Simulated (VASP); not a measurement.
Runs of VASP 6.6.1 on ScHBr2. The structure is that of space group P4/mmm (No. 123), or close to it. The cells are those of the table. 

```tsv
task	level	cell	k mesh	cutoff (eV)	smearing	gap on the mesh (eV)	pressure (GPa)
single point	PBE	a = 5.192 Å, 4 atoms	4 × 4 × 4	520	gaussian 0.1 eV	0.61	(b)
relaxation of cell and atoms	PBE	relaxed from a = 5.192 Å, 4 atoms	6 × 6 × 6	600	gaussian 0.02 eV	1.71	0.0
single point	r2SCAN	a = 5.272, b = 5.272, c = 3.929 Å, 4 atoms	6 × 6 × 8	520	gaussian 0.02 eV	(a)	-0.6
single point	PBE	a = 5.272, b = 5.272, c = 3.932 Å, 4 atoms	6 × 6 × 6	520	gaussian 0.02 eV	1.71	0.1
```

Alike in all rows: potentials or basis VASP PAW PBE potentials, release 64 (Sc_sv, H, Br); no spin polarisation.

**Question.** Fill in the values left out.

**Answer.** (a) 2.17; (b) -1.8.

Caveats: the PAW data sets were made with another functional, which shifts forces and pressure a little (at least some runs).

A k mesh can miss the band edges, and the runs leave out spin-orbit coupling on Br.
